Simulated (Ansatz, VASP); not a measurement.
## Two plane-wave programs on SiO2

```
Si O
1.0
    -1.74489    1.74489    4.20308
     1.74489   -1.74489    4.20308
     1.74489    1.74489   -4.20308
Si O
2 4
Direct
  0.75000 0.25000 0.50000
  0.00000 0.00000 0.00000
  0.54095 0.04095 0.50000
  0.79095 0.79095 0.00000
  0.20905 0.20905 0.00000
  0.95905 0.45905 0.50000
```

Alike in both runs: task single point; functional LDA; k mesh 10 × 10 × 10; no spin polarisation.

```csv
,VASP,Ansatz
version,VASP 6.6.1,Ansatz 0.2.0
potentials or method,"VASP PAW LDA potentials, release 64 (Si, O)","plane waves, PAW"
plane-wave cutoff (eV),520,420
occupations,"gaussian, width 0.01 eV",fixed
valence electrons in the cell,32,32
```

Ansatz gave:

```
gap on the k mesh at the Fermi level (eV)                     : 6.26
pressure (GPa)                                                : -4.1
traceless stress, the component that is largest in VASP (GPa) : 0.08
rms of the force components (eV/Å)                            : 0.060
```

**Question.** Estimate VASP's values.

**Answer.** gap on the k mesh at the Fermi level (eV): 6.27; pressure (GPa): -3.2; traceless stress, the component that is largest in VASP (GPa): 0.64; rms of the force components (eV/Å): 0.044.

LDA's correlation is that of Perdew and Zunger in VASP and of Perdew and Wang (1992) in Ansatz. Atom by atom the forces differ by 0.016 eV/Å (rms over components).
